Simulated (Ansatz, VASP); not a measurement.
# BaTe: VASP beside Ansatz

File INCAR:

```
ALGO = Normal
EDIFF = 1E-7
ENCUT = 520
GGA = PS
ISIF = 2
ISMEAR = -1
LASPH = T
LCHARG = T
LELF = T
LREAL = F
LVHAR = T
LWAVE = F
NBANDS = 15
NELM = 100
PREC = Accurate
SIGMA = 0.05
```

Contents of KPOINTS:

```
k-points
0
Gamma
  10 10 10
```

POSCAR

```
BaTe
1.0
    0.0000000000      3.3985952325      3.3985952325
    3.3985952325      0.0000000000      3.3985952325
    3.3985952325      3.3985952325      0.0000000000
Ba Te
1 1
Direct
    0.0000000000      0.0000000000      0.0000000000
    0.5000000000      0.5000000000      0.5000000000
```

Input for Ansatz:

```yaml
crystal:
  lattice:
    - [0.0, 3.3985952325, 3.3985952325]
    - [3.3985952325, 0.0, 3.3985952325]
    - [3.3985952325, 3.3985952325, 0.0]
  atoms:
    - { symbol: Ba, position: [0.0, 0.0, 0.0] }
    - { symbol: Te, position: [0.5, 0.5, 0.5] }
kpoints:
  mp_grid: { grid: [10, 10, 10] }
  band_path:
    path:
      - [0.0, 0.0, 0.0]
      - [0.5, 0.0, 0.5]
      - [0.625, 0.25, 0.625]
      - [0.375, 0.375, 0.75]
      - [0.0, 0.0, 0.0]
      - [0.5, 0.5, 0.5]
      - [0.5, 0.25, 0.75]
      - [0.5, 0.0, 0.5]
    npoints: 5
scf:
  occupations: { method: fermi_dirac, width: 0.05 }
hamiltonian:
  xc: pbesol
  pseudopotentials: { kind: all_electron, lapw: { basis_error: 0.00025 } }
output:
  forces: true
  stress: true
  eigenvalues: true
```

Change from the starting cell: volume scaled by 0.99.

Alike in both runs: task single point; functional PBEsol; k mesh 10 × 10 × 10; occupations fermi-dirac, width 0.05 eV; no spin polarisation.

|  | VASP | Ansatz |
| --- | --- | --- |
| version | VASP 6.6.1 | Ansatz 0.2.0 |
| potentials or method | VASP PAW PBE potentials, release 64 (Ba_sv, Te), cutoff 520 eV | all-electron LAPW, scalar-relativistic |

|  | VASP | Ansatz | Ansatz less VASP |
| --- | --- | --- | --- |
| pressure (GPa) | 2.8 | 2.3 | -0.47 |

VASP's potentials were made for PBE, not for PBEsol. Ansatz ran all-electron here, and VASP with PAW potentials.

Neither program's run includes spin-orbit coupling.
